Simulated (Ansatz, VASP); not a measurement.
# Two plane-wave programs on Ru3Pb2Se2

```xyz
7
Lattice="2.8564 4.9474 0.0000 -2.8564 4.9474 0.0000 0.0000 -3.2982 4.8434" Properties=species:S:1:pos:R:3 pbc="T T T"
Ru    0.0000   -1.6491    2.4217
Ru    1.4282    0.8246    2.4217
Ru   -1.4282    0.8246    2.4217
Se    0.0000    0.0000    4.0815
Se    0.0000    6.5965    0.7619
Pb    0.0000    3.2982    2.4217
Pb    0.0000    0.0000    0.0000
```

Alike in both runs: task single point; functional PBEsol; k mesh 4 × 4 × 4; occupations fermi-dirac, width 0.0116 eV; no spin polarisation.

|  | VASP | Ansatz |
| --- | --- | --- |
| version | VASP 6.6.1 | Ansatz 0.2.0 |
| potentials or method | VASP PAW PBE potentials, release 64 (Ru_pv, Se, Pb_d), cutoff 520 eV | PAW plane waves |
| valence electrons in the cell | 82 | 108 |

```csv
,VASP,Ansatz,Ansatz less VASP
gap on the k mesh at the Fermi level (eV),none,none,-
pressure (GPa),2.4,2.2,-0.15
"traceless stress, the component that is largest in VASP (GPa)",0.56,0.52,-0.037
rms of the force components (eV/Å),0.733,0.718,-0.0145
```

VASP's potentials were made for PBE, not for PBEsol. Atom by atom the forces differ by 0.015 eV/Å (rms over components). A gap of «none» marks a metal or a gap that the smearing closes. VASP's potentials hold 82 valence electrons a cell and Ansatz's 108, so a difference there can come from the potentials and not from the codes. Ansatz's warnings: structure snapped to symmetry.

Spin-orbit coupling is off throughout.
